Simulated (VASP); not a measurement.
Write the native input for VASP 6.6.1 that does the following.

```yaml
Task: relaxation of cell and atoms
Functional: PBE
Potentials_or_basis: VASP PAW PBE potentials, release 64 (Os)
Cutoff: 600 eV
k_mesh: 17 × 17 × 9
Occupations: fermi-dirac, width 0.05 eV
Spin: no spin polarisation
Dipole_correction: no
Further_INCAR_settings: ALGO = Normal; EDIFF = 1e-06; IBRION = 2; EDIFFG = -0.005; NSW = 45; ISIF = 3
```

The structure of Os lies in POSCAR:

```
Os
1.0
    2.7554753047      0.0000000000      0.0000000000
   -1.3777376524      2.3863116134      0.0000000000
    0.0000000000      0.0000000000      4.3424529262
Os
2
Direct
    0.3333333333      0.6666666667      0.2500000000
    0.6666666667      0.3333333333      0.7500000000
```

The input as run:

INCAR

```
  PREC = Accurate
  ENCUT = 600
  EDIFF = 1E-6
  ISMEAR = -1
  SIGMA = 0.05
  LREAL = False
  LASPH = True
  NELM = 60
  ALGO = Normal
  ISIF = 3
  LWAVE = False
  LCHARG = False
  GGA = PE
  IBRION = 2
  NSW = 45
  EDIFFG = -0.005
```

KPOINTS

```
Automatic mesh
0
Gamma
  17 17 9
```

Potentials or basis: VASP PAW PBE potentials, release 64 (Os).

Command:

```sh
$ cat potpaw_PBE.64/Os/POTCAR > POTCAR
$ mpirun -np 1 vasp_std > vasp.out
```

It gave:

The energy gained by relaxing is 0.0 meV/atom. The ionic steps are 3. The pressure after relaxing is 0.0 GPa. The band gap on the k mesh is zero (bands 8 and 9 overlap by 3.77 eV).

Caveat: spin-orbit coupling is left out, which moves the levels of the heavy elements.

It took 33 s on 1 thread of Intel(R) Xeon(R) 6975P-C (Granite Rapids) (shared host), peak memory 0.21 GiB.
